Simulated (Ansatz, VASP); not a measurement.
**Se: VASP beside Ansatz**

Contents of POSCAR:

```
Se
1.0
    4.0892360000      0.0000000000      0.0000000000
   -2.0446180000      3.5413830000      0.0000000000
    0.0000000000      0.0000000000      5.4336550000
Se
3
Direct
    0.7364000000      0.0000000000      0.3333000000
    0.0000000000      0.7364000000      0.6666300000
    0.2636000000      0.2636000000      0.9999700000
```

File INCAR.step1:

```
SYSTEM = Se
PREC = Accurate ; ENCUT = 520
EDIFF = 1E-5 ; ISMEAR = -1
SIGMA = 0.1 ; LREAL = .False.
LASPH = .True. ; NELM = 150
ALGO = Normal ; ISIF = 2
LWAVE = .True. ; LNONCOLLINEAR = .True.
MAGMOM = 0 0 0 0 0 0 0 0 0 ; LORBIT = 11
LSORBIT = .True. ; GGA_COMPAT = .False.
LORBMOM = .True. ; GGA = PE
NBANDS = 31 ; LUSENCCL = .False.
```

The input INCAR.step2:

```
SYSTEM = Se
PREC = Accurate ; ENCUT = 520
EDIFF = 1E-6 ; ISMEAR = -1
SIGMA = 0.1 ; LREAL = .False.
LASPH = .True. ; NELM = 150
ALGO = Normal ; ISIF = 2
LWAVE = .False. ; LCHARG = .True.
LNONCOLLINEAR = .True. ; MAGMOM = 0 0 0 0 0 0 0 0 0
LORBIT = 11 ; LSORBIT = .True.
GGA_COMPAT = .False. ; LORBMOM = .True.
GGA = PE ; LHFCALC = .True.
HFSCREEN = 0.2079 ; PRECFOCK = Normal
LVHAR = .True. ; ISTART = 1
NBANDS = 31 ; LUSENCCL = .False.
```

File KPOINTS:

```
Automatic mesh
0
Gamma
  3 3 2
  0 0 0
```

Input for Ansatz:

```yaml
crystal:
  lattice:
    - [4.089236, 0.0, 0.0]
    - [-2.044618, 3.541383, 0.0]
    - [0.0, 0.0, 5.433655]
  atoms:
    - { symbol: Se, position: [0.7364, 0.0, 0.3333] }
    - { symbol: Se, position: [0.0, 0.7364, 0.66663] }
    - { symbol: Se, position: [0.2636, 0.2636, 0.99997] }
kpoints:
  mp_grid: { grid: [3, 3, 2], shift: [0, 0, 0] }
magnetization:
  noncollinear: true
  spin_orbit: true
scf:
  occupations: { method: fermi_dirac }
hamiltonian:
  pseudopotentials: { kind: paw_fr }
  xc: hse06
basis:
  ecutwfc: 420
  fft_grid_basis: typed
output:
  forces: true
  stress: true
  eigenvalues: true
  bader: true
  populations: true
  elf: true
  write_potential: true
  volumetric_format: npy
  dos:
    e_range: [-12, 8]
    de: 0.05
    projected: { site_lists: { Se: [Se] } }
    method: { smearing: { sigma: 0.1, scheme: gaussian } }
```

Alike in both runs: task single point; functional HSE06; k mesh 3 × 3 × 2; non-collinear spin, spin-orbit coupling.

```csv
,VASP,Ansatz
version,VASP 6.6.1,Ansatz 0.2.0
potentials or method,"VASP PAW PBE potentials, release 64 (Se), cutoff 520 eV",PAW plane waves
occupations,"fermi-dirac, width 0.1 eV",fermi-dirac
valence electrons in the cell,18,48
```

|  | VASP | Ansatz | Ansatz less VASP |
| --- | --- | --- | --- |
| pressure (GPa) | -6.6 | -6.3 | +0.27 |
| traceless stress, the component that is largest in VASP (GPa) | -4.66 | -4.55 | +0.103 |
| rms of the force components (eV/Å) | 0.902 | 0.888 | -0.0134 |
| net moment per atom (μB) | 0.00 | 0.00 | 0.000 |

Atom by atom the forces differ by 0.013 eV/Å (rms over components). VASP's potentials hold 18 valence electrons a cell and Ansatz's 48, so a difference there can come from the potentials and not from the codes. Ansatz's warnings: stress exchange threshold loose, stress scf threshold loose, structure snapped to symmetry.

The k mesh is coarse, so the values compare programs but aren't converged.
